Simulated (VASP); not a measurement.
# C (Cmme) in VASP: further runs, part 2 of 2

VASP 6.6.1. The steps go on from the part before.

## (3) Single point, PBE

INCAR reads:

```
SYSTEM = C
PREC = Accurate
ENCUT = 520
EDIFF = 1E-6
ISMEAR = 1
SIGMA = 0.02
LREAL = .False.
LASPH = .True.
NELM = 80
ALGO = Normal
ISIF = 2
LWAVE = .False.
LCHARG = .False.
GGA = PE
NBANDS = 16
```

KPOINTS reads:

```
regular mesh
0
Gamma
  18 18 6
  0 0 0
```

POSCAR reads:

```
C
1.0
    1.2280479700     -2.1270618200      0.0000000000
    1.2280479700      2.1270618200      0.0000000000
    0.0000000000      0.0000000000      7.1732677600
C
4
Direct
    0.0833794600      0.9166205400      0.7531376000
    0.5833794600      0.4166205400      0.2468624000
    0.9166205400      0.0833794600      0.2468624000
    0.4166205400      0.5833794600      0.7531376000
```

Potentials or basis: VASP PAW PBE potentials, release 64 (C).

Launch:

```
cat potpaw_PBE.64/C/POTCAR > POTCAR
mpirun -np 1 vasp_std > vasp.out
```

OUTCAR:

```text
SYSTEM = C
   PREC = Accurate
   ENCUT = 520
   EDIFF = 1E-6
   ISMEAR = 1
   LREAL = .False.
   LASPH = .True.
   NELM = 80
   ISIF = 2
   GGA = PE

 ion  position               nearest neighbor table
   1  0.083  0.917  0.753-   4 1.42   4 1.42   4 1.42
   2  0.583  0.417  0.247-   3 1.42   3 1.42   3 1.42
   3  0.917  0.083  0.247-   2 1.42   2 1.42   2 1.42
   4  0.417  0.583  0.753-   1 1.42   1 1.42   1 1.42

  LATTYP: Found a hexagonal cell.
 ALAT       =     2.4561135566
 C/A-ratio  =     2.9205765918

  Lattice vectors:

 A1 = (   1.2280479700,  -2.1270618200,   0.0000000000)
 A2 = (   1.2280479700,   2.1270618200,   0.0000000000)
 A3 = (   0.0000000000,   0.0000000000,   7.1732677600)

Analysis of symmetry for initial positions (statically):
=====================================================================
 Subroutine PRICEL returns:
 Original cell was already a primitive cell.

 Routine SETGRP: Setting up the symmetry group for a
 hexagonal supercell.
[... 172 lines left out ...]

 E-fermi :   4.1777     XC(G=0):  -9.8827

 val. band max:        4.1658709932   @ k =   0.3333   0.3333   0.5000
 cond. band min:       4.1899094898   @ k =   0.3333   0.3333   0.5000
 fundamental gap:      0.0240384966
 Fermi energy:         4.1776512929

 k-point     1 :       0.0000    0.0000    0.0000
  band No.  band energies     occupation
      1     -15.5109      2.00000
      2     -15.3355      2.00000
      3      -4.1589      2.00000
      4      -2.7796      2.00000
      5       1.1492      2.00000
      6       1.1551      2.00000
[... 433 lines left out ...]
      3      -3.5339      2.00000
      4      -2.1845      2.00000
      5      -0.6344      2.00000
      6      -0.6174      2.00000
[... 8 lines left out ...]
     15      14.3271      0.00000
     16      14.3851      0.00000

 [... further k-points ...]

------------------------ aborting loop because EDIFF is reached ----------------------------------------

  FORCE on cell =-STRESS in cart. coord.  units (eV):
  Direction    XX          YY          ZZ          XY          YZ          ZX
  --------------------------------------------------------------------------------------
  -------------------------------------------------------------------------------------
  Total        1.2913993      1.2578422      0.3678368      0.0000000      0.0000000      0.0000000
  in kB       55.2113852     53.7767146     15.7261815      0.0000000      0.0000000      0.0000000
  external PRESSURE =      41.5714271 kB  Pullay stress =       0.0000000 kB

 VOLUME and BASIS-vectors are now :
 -----------------------------------------------------------------------------
  energy-cutoff  :      520.00
  volume of cell :       37.48
      direct lattice vectors                 reciprocal lattice vectors
     1.228047970 -2.127061820  0.000000000     0.407150219 -0.235066041  0.000000000
     1.228047970  2.127061820  0.000000000     0.407150219  0.235066041  0.000000000
     0.000000000  0.000000000  7.173267760     0.000000000  0.000000000  0.139406479

 POSITION                                       TOTAL-FORCE (eV/Angst)
 -----------------------------------------------------------------------------------
      1.22805      1.77236      5.40246         0.000000      0.025914     -0.007715
      1.22805     -0.35471      1.77081         0.000000      0.025914      0.007715
      1.22805     -1.77236      1.77081         0.000000     -0.025914      0.007715
      1.22805      0.35471      5.40246         0.000000     -0.025914     -0.007715
 -----------------------------------------------------------------------------------
    total drift:                                0.000000     -0.000000      0.000000

  FREE ENERGIE OF THE ION-ELECTRON SYSTEM (eV)
  ---------------------------------------------------
  free  energy   TOTEN  =       -36.8721808243 eV

  energy  without entropy=      -36.8721812484  energy(sigma->0) =      -36.87218097
```

OSZICAR:

```text
N       E                     dE             d eps       ncg     rms          rms(c)
DAV:   1     0.373221171014E+02    0.37322E+02   -0.78895E+03 11672   0.916E+02
DAV:   2    -0.364576534445E+02   -0.73780E+02   -0.67084E+02 16376   0.191E+02
DAV:   3    -0.393458486157E+02   -0.28882E+01   -0.28724E+01 15512   0.357E+01
DAV:   4    -0.393714883579E+02   -0.25640E-01   -0.25629E-01 14432   0.403E+00
DAV:   5    -0.393719168591E+02   -0.42850E-03   -0.42847E-03 15136   0.493E-01    0.906E+00
DAV:   6    -0.374742463638E+02    0.18977E+01   -0.12921E+00 13872   0.710E+00    0.530E+00
DAV:   7    -0.368625446418E+02    0.61170E+00   -0.16043E+00 14432   0.802E+00    0.150E+00
DAV:   8    -0.368732581551E+02   -0.10714E-01   -0.72613E-02 13960   0.160E+00    0.320E-01
DAV:   9    -0.368719502228E+02    0.13079E-02   -0.19432E-03 14776   0.304E-01    0.108E-01
DAV:  10    -0.368721901833E+02   -0.23996E-03   -0.79156E-04 12520   0.177E-01    0.796E-02
DAV:  11    -0.368721801493E+02    0.10034E-04   -0.28785E-05 15448   0.350E-02    0.148E-02
DAV:  12    -0.368721808243E+02   -0.67506E-06   -0.13844E-06 12944   0.926E-03
   1 F= -.36872181E+02 E0= -.36872181E+02  d E =0.424067E-06
```

stdout:

```text
POSCAR found type information on POSCAR C
 POSCAR found :  1 types and       4 ions
 scaLAPACK will be used
 LDA part: xc-table for (Slater+PW92), standard interpolation
 POSCAR, INCAR and KPOINTS ok, starting setup
 FFT: planning ... GRIDC
 FFT: planning ... GRID_SOFT
 FFT: planning ... GRID
 WAVECAR not read
 entering main loop
```

It took 2.5 min on 1 thread of Intel Xeon Platinum 8375C at 2.90GHz (Ice Lake), shared host; peak memory 0.26 GiB.

What came out:

```
Free energy   : -36.8722 eV
Pressure      : 4.2 GPa
Largest force : 0.027 eV/Å
```

Forces in eV/Å, atoms in the order of the input:
```
C    0.000  0.026 -0.008
C    0.000  0.026  0.008
C    0.000 -0.026  0.008
C    0.000 -0.026 -0.008
```

Caveat: the cell stands under pressure; this functional lacks dispersion, which binds layers or chains, so the pressure and a relaxed spacing across them are unreliable.

## (4) Single point, PBE

INCAR reads:

```
SYSTEM = C
PREC = Accurate ; ENCUT = 520
EDIFF = 1E-6 ; ISMEAR = 1
SIGMA = 0.2 ; LREAL = .FALSE.
LASPH = .TRUE. ; NELM = 100
ALGO = Normal ; ISIF = 2
LWAVE = .FALSE. ; LCHARG = .TRUE.
GGA = PE ; LELF = .TRUE.
LVHAR = .TRUE. ; NBANDS = 16
```

KPOINTS reads:

```
regular mesh
0
G
  18 18 6
  0 0 0
```

POSCAR is that of step 3.

Launch:

```
cat potpaw_PBE.64/C/POTCAR > POTCAR
mpirun -np 1 vasp_std > vasp.out
```

Run time: 2.2 min. Hardware: 1 thread of Intel Xeon Platinum 8375C at 2.90GHz (Ice Lake), shared host; peak memory 0.26 GiB.

It converged, with:

```yaml
Free_energy: -36.8722 eV
Pressure: 4.2 GPa
Largest_force: 0.026 eV/Å
```

Forces in eV/Å, atoms in the order of the input:
```
C    0.000  0.025 -0.009
C    0.000  0.025  0.009
C    0.000 -0.025  0.009
C    0.000 -0.025 -0.009
```

Stress tensor (GPa, compression positive):
```
5.52 0.00 0.00
0.00 5.38 0.00
0.00 0.00 1.58
```

Caveat: the cell stands under pressure; this functional lacks dispersion, which binds layers or chains, so the pressure and a relaxed spacing across them are unreliable.

## (5) Single point, PBE

INCAR reads:

```
SYSTEM = C
PREC = Accurate
ENCUT = 520
EDIFF = 1E-7
ISMEAR = 0
SIGMA = 0.1
LREAL = .FALSE.
LASPH = .TRUE.
NELM = 60
ALGO = Normal
ISIF = 2
LWAVE = .FALSE.
LCHARG = .FALSE.
GGA = PE
NBANDS = 16
```

KPOINTS reads:

```
Automatic mesh
0
Gamma
  12 12 4
  0.5 0.5 0.5
```

POSCAR is that of step 4.

Launch:

```
cat potpaw_PBE.64/C/POTCAR > POTCAR
mpirun -np 1 vasp_std > vasp.out
```

Run time: 49 s. Hardware: 1 thread of Intel Xeon 6975P-C (Granite Rapids), shared host; peak memory 0.21 GiB.

Results (log left out):

* Free energy: -36.8753 eV
* Pressure: 4.2 GPa
* Largest force: 0.027 eV/Å

Forces in eV/Å, atoms in the order of the input:
```
C    0.000  0.025 -0.009
C    0.000  0.025  0.009
C    0.000 -0.025  0.009
C    0.000 -0.025 -0.009
```

Stress tensor (GPa, compression positive):
```
5.46 0.00 0.00
0.00 5.36 0.00
0.00 0.00 1.68
```

Caveat: the cell stands under pressure; this functional lacks dispersion, which binds layers or chains, so the pressure and a relaxed spacing across them are unreliable.

## (6) Overview

```tsv
k mesh	smearing	pressure (GPa)	largest force (eV/Å)
18 × 18 × 6	fermi-dirac 0.2 eV	4.2	0.02
18 × 18 × 6	methfessel-paxton 0.02 eV	4.2	0.03
18 × 18 × 6	methfessel-paxton 0.2 eV	4.2	0.03
12 × 12 × 4, shifted	gaussian 0.1 eV	4.2	0.03
```

Alike in all rows: task single point; level PBE; potentials or basis VASP PAW PBE potentials, release 64 (C); no spin polarisation; cell as given; cutoff (eV) 520.

Caveats: the cell stands under pressure; this functional lacks dispersion, which binds layers or chains, so the pressure and a relaxed spacing across them are unreliable.

Absolute energies hang on the potentials; compare differences alone.
